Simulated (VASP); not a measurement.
Here is a VASP 6.6.1 calculation.

File POSCAR:

```
AlFe
1.0
   -2.9435390000      0.0000000000     -2.9435390000
    0.0000000000     -2.9435390000      0.0000000000
   -2.9435390000      0.0000000000      2.9435390000
Fe Al
2 2
Direct
    0.0000000000      0.5000000000      0.5000000000
    0.5000000000      0.5000000000      0.0000000000
    0.0000000000      0.0000000000      0.0000000000
    0.5000000000      0.0000000000      0.5000000000
```

Contents of INCAR.step1:

```
SYSTEM = AlFe
PREC = Accurate ; ENCUT = 520
ISMEAR = -1 ; SIGMA = 0.0155
LREAL = .False. ; LASPH = .True.
NELM = 80 ; NBANDS = 19
GGA = PE ; ALGO = Normal
EDIFF = 1E-4 ; LWAVE = .True.
LCHARG = .False.
```

File INCAR.step2:

```
SYSTEM = AlFe
PREC = Accurate ; ENCUT = 520
EDIFF = 1E-6 ; ISMEAR = -1
SIGMA = 0.0155 ; LREAL = .False.
LASPH = .True. ; NELM = 80
ALGO = Normal ; ISIF = 2
LWAVE = .False. ; LCHARG = .False.
METAGGA = R2SCAN ; LMIXTAU = .True.
NBANDS = 19 ; ISTART = 1
```

File KPOINTS:

```
Automatic mesh
0
Gamma
  6 8 6
  0 0 0
```

Potentials or basis: VASP PAW PBE potentials, release 64 (Fe, Al).

Launch:

```sh
$ cat potpaw_PBE.64/Fe/POTCAR potpaw_PBE.64/Al/POTCAR > POTCAR
$ cp INCAR.step1 INCAR
$ mpirun -np 1 vasp_std > vasp.out
$ cp INCAR.step2 INCAR
$ mpirun -np 1 vasp_std > vasp.out
```

Task: What does it give for the pressure?

Result: -16.7 GPa.

Task: Predict the band gap on the k mesh.

Result: Zero (band 11 reaches 8.07 eV, above the bottom of band 12 at 6.43 eV).

Caveat: the PAW data sets were made with another functional, which shifts forces and pressure a little. Spin polarisation is off, so any magnetic state and its effect on volume and gap are missing.
